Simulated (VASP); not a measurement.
Set up this calculation in VASP 6.6.1, as the native input.

- Task: single point
- Functional: PBE
- Potentials or basis: VASP PAW PBE potentials, release 64 (P)
- Cutoff: 520 eV
- k mesh: 21 × 21 × 21
- Occupations: gaussian, width 0.1 eV
- Spin: no spin polarisation
- Dipole correction: no
- Further INCAR settings: ALGO = Normal; EDIFF = 1e-06; NBANDS = 12

The structure of P lies in POSCAR:

```
P
1.0
    1.7406761640      1.0049798519      3.0677245947
   -1.7406761640      1.0049798519      3.0677245947
    0.0000000000     -2.0099597038      3.0677245947
P
2
Direct
    0.7705937571      0.7705937571      0.7705937571
    0.2294062429      0.2294062429      0.2294062429
```

One way to write it, as run:

INCAR

```
  PREC = Accurate
  ENCUT = 520
  EDIFF = 1E-6
  ISMEAR = 0
  SIGMA = 0.1
  LREAL = False
  LASPH = True
  NELM = 100
  ALGO = Normal
  ISIF = 2
  LWAVE = False
  LCHARG = False
  GGA = PE
  NBANDS = 12
```

KPOINTS

```
Automatic mesh
0
Gamma
  21 21 21
```

Potentials or basis: VASP PAW PBE potentials, release 64 (P).

The run is started by

```sh
$ cat potpaw_PBE.64/P/POTCAR > POTCAR
$ mpirun -np 1 vasp_std > vasp.out
```

Results of the run:

```json
{
 "Pressure": "-0.3 GPa",
 "Largest force": "0.046 eV/Å",
 "Band gap on the k mesh": "zero (bands 5 and 6 overlap by 0.82 eV)"
}
```

Run time: 8 min on 1 thread of Intel(R) Xeon(R) Platinum 8175M CPU @ 2.50GHz (Skylake/Cascade Lake), with other jobs on the host, peak memory 0.36 GiB.
